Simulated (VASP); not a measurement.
Input of a VASP 6.6.1 run:

The input INCAR:

```
SYSTEM = CdCoC4N4
PREC = Accurate
ENCUT = 520
EDIFF = 1E-6
ISMEAR = 0
SIGMA = 0.1
LREAL = .False.
LASPH = .True.
NELM = 150
ALGO = Normal
ISIF = 2
LWAVE = .False.
LCHARG = .True.
ISPIN = 2
MAGMOM = 0 3 0 0 0 0 0 0 0 0
LORBIT = 11
LMAXMIX = 4
GGA = PE
LELF = .True.
LVHAR = .True.
NBANDS = 44
```

The input KPOINTS:

```
regular mesh
0
Gamma
  4 4 4
  0 0 0
```

POSCAR

```
CdCoC4N4
1.0
    5.9796167400      0.0000000000      0.0000000000
    0.0000000000      5.9796167400      0.0000000000
    0.0000000000      0.0000000000      5.9796167400
Cd Co C N
1 1 4 4
Direct
    0.0000000000      0.0000000000      0.0000000000
    0.5000000000      0.5000000000      0.5000000000
    0.1932026600      0.1932026600      0.1932026600
    0.1932026600      0.8067973400      0.8067973400
    0.8067973400      0.1932026600      0.8067973400
    0.8067973400      0.8067973400      0.1932026600
    0.3061697400      0.3061697400      0.3061697400
    0.3061697400      0.6938302600      0.6938302600
    0.6938302600      0.3061697400      0.6938302600
    0.6938302600      0.6938302600      0.3061697400
```

Potentials or basis: VASP PAW PBE potentials, release 64 (Cd, Co, C, N).

The run is started by

```bash
$ cat potpaw_PBE.64/Cd/POTCAR potpaw_PBE.64/Co/POTCAR potpaw_PBE.64/C/POTCAR potpaw_PBE.64/N/POTCAR > POTCAR
$ mpirun -np 1 vasp_std > vasp.out
```

(1) What does it give for the largest force?

(2) Estimate the net moment.

(3) Estimate the band gap on the k mesh.

(4) Estimate the site moments.

Results:

(1) 3.036 eV/Å.

(2) 3.00 μB per cell.

(3) 1.43 eV (least direct gap 1.49 eV).

(4) Cd +0.01; Co +2.56; C +0.02; N +0.04 μB.

Caveat: a cell with one magnetic atom can't hold antiferromagnetic order, which such compounds often take; forces of over 1 eV/Å act on the atoms, so gaps and moduli don't describe the material at rest.
